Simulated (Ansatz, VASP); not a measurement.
# One calculation of NaI, two programs

```xyz
2
Lattice="3.9824 -0.0582 -0.0582 -0.0582 3.9824 -0.0582 -0.0582 -0.0582 3.9824" Properties=species:S:1:pos:R:3 pbc="T T T"
Na    0.0000    0.0000    0.0000
I     1.9330    1.9330    1.9330
```

Change from the starting cell: shear_111 strain -4.3%.

Alike in both runs: task single point; functional r2SCAN; k mesh 6 × 6 × 6; no spin polarisation.

|  | VASP | Ansatz |
| --- | --- | --- |
| version | VASP 6.6.1 | Ansatz 0.2.0 |
| potentials or method | VASP PAW PBE potentials, release 64 (Na_pv, I) | plane waves, PAW |
| plane-wave cutoff (eV) | 520 | 500 |
| occupations | gaussian, width 0.01 eV | fixed |
| valence electrons in the cell | 14 | 26 |

|  | VASP | Ansatz | Ansatz less VASP |
| --- | --- | --- | --- |
| gap on the k mesh at the Fermi level (eV) | 3.17 | 3.15 | -0.014 |
| pressure (GPa) | 0.9 | 0.9 | +0.05 |
| traceless stress, the component that is largest in VASP (GPa) | -0.07 | -0.05 | +0.021 |

VASP's potentials were made for PBE, not for r2SCAN. VASP's potentials hold 14 valence electrons a cell and Ansatz's 26, so a difference there can come from the potentials and not from the codes.

Neither program's run includes spin-orbit coupling.
